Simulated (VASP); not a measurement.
# Cu in VASP: density of states with PBE

Aim: the density of states of Cu with PBE.

All numbers are computed with VASP 6.6.1; they aren't measurements. Logs are shortened: lines on timing, memory, paths and dates and some standing lists are left out, and cuts for length are marked.

## 1. The cell of the first run

The cell holds a slab with vacuum, 3 atoms: a = 2.567 Å, b = 2.567 Å, c = 19.630 Å, α = 90.00°, β = 90.00°, γ = 90.00°.

## 2. Density of states, PBE

POSCAR reads:

```
Cu
1.0
    2.5665139637      0.0000000000      0.0000000000
    0.0000000000      2.5665139637      0.0000000000
    0.0000000000      0.0000000000     19.6296000000
Cu
3
Direct
    0.0000000000      0.0000000000      0.4075478141
    0.5000000000      0.5000000000      0.5000000000
    0.0000000000      0.0000000000      0.5924521859
```

INCAR.step1 reads:

```
SYSTEM = Cu
ALGO = Normal
DIPOL = 0.5 0.5 0.500
EDIFF = 1E-6
ENCUT = 520
GGA = PE
IDIPOL = 3
ISIF = 2
ISMEAR = -1
LASPH = .TRUE.
LCHARG = .TRUE.
LDIPOL = .TRUE.
LMAXMIX = 4
LREAL = .FALSE.
LWAVE = .FALSE.
NBANDS = 24
NELM = 80
PREC = Accurate
SIGMA = 0.1
```

KPOINTS.step1 reads:

```
k-points
0
G
  14 14 1
  0 0 0
```

INCAR.step2 reads:

```
SYSTEM = Cu
ALGO = Normal
DIPOL = 0.5 0.5 0.500
EDIFF = 1E-6
ENCUT = 520
GGA = PE
ICHARG = 11
IDIPOL = 3
ISIF = 2
ISMEAR = -5
LASPH = .TRUE.
LCHARG = .FALSE.
LDIPOL = .TRUE.
LMAXMIX = 4
LORBIT = 11
LREAL = .FALSE.
LWAVE = .FALSE.
NEDOS = 1001
NELM = 80
PREC = Accurate
SIGMA = 0.1
```

KPOINTS.step2 reads:

```
k-points
0
G
  21 21 1
  0 0 0
```

Potentials or basis: VASP PAW PBE potentials, release 64 (Cu).

The run is started by

```
> cat potpaw_PBE.64/Cu/POTCAR > POTCAR
> cp INCAR.step1 INCAR
> cp KPOINTS.step1 KPOINTS
> mpirun -np 1 vasp_std > vasp.out
> cp INCAR.step2 INCAR
> cp KPOINTS.step2 KPOINTS
> mpirun -np 1 vasp_std > vasp.out
```

OUTCAR:

```text
SYSTEM = Cu
   EDIFF = 1E-6
   ENCUT = 520
   GGA = PE
   ICHARG = 11
   ISIF = 2
   ISMEAR = -5
   LASPH = .TRUE.
   LORBIT = 11
   LREAL = .FALSE.
   NELM = 80
   PREC = Accurate

 ion  position               nearest neighbor table
   1  0.000  0.000  0.408-   2 2.57   2 2.57   2 2.57   2 2.57
   2  0.500  0.500  0.500-   1 2.57   3 2.57   1 2.57   3 2.57   1 2.57   3 2.57   1 2.57   3 2.57

   3  0.000  0.000  0.592-   2 2.57   2 2.57   2 2.57   2 2.57

  LATTYP: Found a simple tetragonal cell.
 ALAT       =     2.5665139637
 C/A-ratio  =     7.6483511400

  Lattice vectors:

 A1 = (   2.5665139637,   0.0000000000,   0.0000000000)
 A2 = (   0.0000000000,   2.5665139637,   0.0000000000)
 A3 = (   0.0000000000,   0.0000000000,  19.6296000000)

Analysis of symmetry for initial positions (statically):
=====================================================================
 Subroutine PRICEL returns:
 Original cell was already a primitive cell.

 Routine SETGRP: Setting up the symmetry group for a
 simple tetragonal supercell.

 Subroutine GETGRP returns: Found 16 space group operations
 (whereof 16 operations were pure point group operations)
 out of a pool of 16 trial point group operations.

The static configuration has the point symmetry D_4h.

Analysis of symmetry for dynamics (positions and initial velocities):
=====================================================================
 Subroutine PRICEL returns:
 Original cell was already a primitive cell.

 Routine SETGRP: Setting up the symmetry group for a
 simple tetragonal supercell.

 Subroutine GETGRP returns: Found 16 space group operations
 (whereof 16 operations were pure point group operations)
 out of a pool of 16 trial point group operations.

The dynamic configuration has the point symmetry D_4h.

 Subroutine INISYM returns: Found 16 space group operations
 (whereof 16 operations are pure point group operations),
 and found     1 'primitive' translations

----------------------------------------------------------------------------------------

                                     Primitive cell

  volume of cell :     129.3001

  direct lattice vectors                    reciprocal lattice vectors
     2.566513964  0.000000000  0.000000000     0.389633571  0.000000000  0.000000000
[... 100 lines left out ...]
   PSTRESS=    0.0 pullay stress
   NELECT =      33.0000    total number of electrons
   NUPDOWN=      -1.0000    fix difference up-down
   EMIN   =  10.00;   EMAX   =-10.00  energy-range for DOS
   EFERMI =   0.00;   METHOD = LEGACY
   ISMEAR =    -5;   SIGMA  =   0.10  broadening in eV -4-tet -1-fermi 0-gaus
   EFERMI_NEDOS =   21; number of points for ismear=-14 and -15
   IALGO  =     38    algorithm
   IMIX   =      4    mixing-type and parameters
     AMIX     =   0.40;   BMIX     =  1.00
     AMIX_MAG =   1.60;   BMIX_MAG =  1.00
  volume/ion in A,a.u.               =      43.10       290.85
  Fermi-wavevector in a.u.,A,eV,Ry     =   1.038436  1.962360 14.671845  1.078350
  Thomas-Fermi vector in A             =   2.172921
   LORBIT       =     11    0 simple, 1 ext, 2 COOP (PROOUT), +10 PAW based schemes
   GGA     = PE    functional components
   LHFCALC =     F    Hartree Fock is set to
   AEXX    =    0.0000 exact exchange contribution
   IVDW    =     0    specifies the selected vdW correction
   LEPSILON=     F    determine dielectric tensor
   LRPA    =     F    only Hartree local field effects (RPA)
 non-spin polarized calculation
 Fermi weights with tetrahedron method with Bloechl corrections
  energy-cutoff  :      520.00
  volume of cell :      129.30
 maximum number of plane-waves:      3508
 NGX is ok and might be reduce to    20

 number of electron      32.9999949 magnetization

 dipolmoment           0.000000      0.000000     -0.000000 electrons x Angstroem

 Free energy of the ion-electron system (eV)
  ---------------------------------------------------
  ext. energy  EPLUGINS =         0.00000000
  ---------------------------------------------------
  free energy    TOTEN  =        -9.98442866 eV

  energy without entropy =       -9.98442866  energy(sigma->0) =       -9.98442866

 E-fermi :  -1.2229     XC(G=0):  -4.4989

 val. band max:       -1.2587657500   @ k =   0.4286   0.2857   0.0000
 cond. band min:      -1.2300427580   @ k =   0.2857   0.2857   0.0000
 fundamental gap:      0.0287229920
 Fermi energy:        -1.2229275992

 k-point     1 :       0.0000    0.0000    0.0000
  band No.  band energies     occupation
      1      -9.4425      2.00000
      2      -6.9897      2.00000
      3      -5.7546      2.00000
      4      -5.2270      2.00000
      5      -4.4980      2.00000
      6      -4.1649      2.00000
[... 541 lines left out ...]
     19       1.5219      0.00000
     20       4.0243      0.00000

 [... further k-points ...]

------------------------ aborting loop because EDIFF is reached ----------------------------------------

 vacuum level on the upper side and lower side of the slab       (xc-potential included)        -0.125        -0.125

  FORCE on cell =-STRESS in cart. coord.  units (eV):
  Direction    XX          YY          ZZ          XY          YZ          ZX
  --------------------------------------------------------------------------------------
  -------------------------------------------------------------------------------------
  Total       -0.7363439     -0.7363439      0.3707910      0.0000000     -0.0000000      0.0000000
  in kB       -9.1241525     -9.1241525      4.5945301      0.0000000     -0.0000000      0.0000000
  external PRESSURE =      -4.5512583 kB  Pullay stress =       0.0000000 kB

 VOLUME and BASIS-vectors are now :
 -----------------------------------------------------------------------------
  energy-cutoff  :      520.00
  volume of cell :      129.30
      direct lattice vectors                 reciprocal lattice vectors
     2.566513964  0.000000000  0.000000000     0.389633571  0.000000000  0.000000000
     0.000000000  2.566513964  0.000000000     0.000000000  0.389633571  0.000000000
     0.000000000  0.000000000 19.629600000     0.000000000  0.000000000  0.050943473

 POSITION                                       TOTAL-FORCE (eV/Angst)
 -----------------------------------------------------------------------------------
      0.00000      0.00000      8.00000         0.000000     -0.000000      0.162773
      1.28326      1.28326      9.81480        -0.000000      0.000000     -0.000000
      0.00000      0.00000     11.62960        -0.000000      0.000000     -0.162773
 -----------------------------------------------------------------------------------
    total drift:                                0.000000     -0.000000     -0.000000

  FREE ENERGIE OF THE ION-ELECTRON SYSTEM (eV)
  ---------------------------------------------------
  free  energy   TOTEN  =        -9.9844286616 eV

  energy  without entropy=       -9.9844286616  energy(sigma->0) =       -9.98442866

 vacuum level on the upper side and lower side of the slab         3.266         3.266

 total charge

# of ion       s       p       d       tot
------------------------------------------
    1        0.434   0.254   9.207   9.895
    2        0.435   0.364   9.180   9.979
    3        0.434   0.254   9.207   9.895
--------------------------------------------------
tot          1.303   0.872  27.594  29.769
```

OUTCAR.step1:

```text
SYSTEM = Cu
   EDIFF = 1E-6
   ENCUT = 520
   GGA = PE
   ISIF = 2
   ISMEAR = -1
   LASPH = .TRUE.
   LREAL = .FALSE.
   NELM = 80
[... 879 lines left out ...]
      1.28326      1.28326      9.81480         0.000000     -0.000000      0.000000
      0.00000      0.00000     11.62960         0.000000     -0.000000     -0.157231
 -----------------------------------------------------------------------------------
    total drift:                                0.000000      0.000000     -0.000000

  FREE ENERGIE OF THE ION-ELECTRON SYSTEM (eV)
  ---------------------------------------------------
  free  energy   TOTEN  =        -9.9972780939 eV

  energy  without entropy=       -9.9610505495  energy(sigma->0) =       -9.97916432

 vacuum level on the upper side and lower side of the slab         3.266         3.266
```

Run time: 3.3 min. Hardware: 1 thread of Intel Xeon 6975P-C, shared host; peak memory 0.3 GiB.

What came out:

```
Valence electrons inside the program's atomic spheres : Cu 9.89, 9.98
```

Caveat: tetrahedron occupations give inexact forces and stress in metals.
